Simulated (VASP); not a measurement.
W2C3, 10 atoms in the cell. The structure is hexagonal, space group P6_3/mmc (No. 194). The conventional cell has a = 3.182 Å, b = 3.182 Å, c = 14.265 Å, α = 90.00°, β = 90.00°, γ = 120.00°. Within 3.2 Å of W (site symmetry 3m) lie 7 C at 2.41 to 2.44 Å and 7 W at 3.11 to 3.18 Å. Within 2.7 Å of C (site symmetry 3m) lie 3 C at 2.00 Å and 4 W at 2.41 to 2.44 Å. Within 3.2 Å of C (site symmetry -6m2) lie 6 W at 2.41 Å and 8 C at 3.17 to 3.18 Å. 

* Program: VASP 6.6.1
* Task: relaxation of cell and atoms
* Functional: PBE
* Potentials or basis: VASP PAW PBE potentials, release 64 (W_sv, C)
* Cutoff: 600 eV
* k mesh: 6 × 6 × 2
* Occupations: gaussian, width 0.2 eV
* Spin: no spin polarisation
* Dipole correction: no
* Further INCAR settings: ALGO = Normal; EDIFF = 1e-06; IBRION = 2; EDIFFG = -0.08; NSW = 36; ISIF = 3

Potentials or basis: VASP PAW PBE potentials, release 64 (W_sv, C).

Command:

```bash
$ cat potpaw_PBE.64/W_sv/POTCAR potpaw_PBE.64/C/POTCAR > POTCAR
$ mpirun -np 1 vasp_std > vasp.out
```

Hardware: 1 thread of AMD EPYC 7R13, with other jobs on the host.

Estimate the wall time of this run.

Wall time 38 min on 1 thread of AMD EPYC 7R13, on a shared host, peak memory 0.32 GiB. Counts: scf iterations 123, k points 14, ion steps 13.
